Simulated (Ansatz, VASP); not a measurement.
## AgCl in VASP and in Ansatz

```
Ag Cl
1.0
     0.00000    2.68996    2.77315
     2.68996    0.00000    2.77315
     2.68996    2.68996    0.00000
Ag Cl
1 1
Direct
  0.50000 0.50000 0.50000
  0.00000 0.00000 0.00000
```

Change from the starting cell: equal xx and yy strain of -3 %.

Alike in both runs: task single point; functional PBE; k mesh 8 × 8 × 8; occupations fermi-dirac, width 0.02 eV; no spin polarisation.

|  | VASP | Ansatz |
| --- | --- | --- |
| version | VASP 6.6.1 | Ansatz 0.2.0 |
| potentials or method | VASP PAW PBE potentials, release 64 (Ag, Cl), cutoff 520 eV | all-electron LAPW, scalar-relativistic |

|  | VASP | Ansatz | Ansatz less VASP |
| --- | --- | --- | --- |
| gap on the k mesh at the Fermi level (eV) | 0.80 | 0.81 | +0.005 |
| pressure (GPa) | 5.1 | 5.3 | +0.17 |
| traceless stress, the component that is largest in VASP (GPa) | -0.93 | -0.95 | -0.021 |

Ansatz ran all-electron here, and VASP with PAW potentials.
